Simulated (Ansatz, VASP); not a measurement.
C in VASP and in Ansatz

```xyz
2
Lattice="0.0000 1.7835 1.7835 1.7835 0.0000 1.7835 1.7835 1.7835 0.0000" Properties=species:S:1:pos:R:3 pbc="T T T"
C     0.0000    0.0000    0.0000
C     0.8918    0.8918    0.8918
```

Alike in both runs: functional PBEsol; k mesh 12 × 12 × 12; occupations gaussian, width 0.02 eV; no spin polarisation.

Ansatz relaxed the structure, and its values are those at the end. VASP's run is a single point on that final structure, the one shown.

|  | VASP | Ansatz |
| --- | --- | --- |
| version | VASP 6.6.1 | Ansatz 0.2.0 |
| potentials or method | VASP PAW PBE potentials, release 64 (C), cutoff 600 eV | scalar-relativistic, plane waves, PAW |
| valence electrons in the cell | 8 | 8 |

|  | VASP | Ansatz | Ansatz less VASP |
| --- | --- | --- | --- |
| gap on the k mesh at the Fermi level (eV) | 4.04 | 4.04 | +0.005 |
| least direct gap on the mesh (eV) | 5.54 | 5.54 | -0.001 |
| pressure (GPa) | -4.5 | -4.9 | -0.45 |

VASP's potentials were made for PBE, not for PBEsol, and Ansatz warns of the same on its side. Ansatz's warnings: stress scf threshold loose.
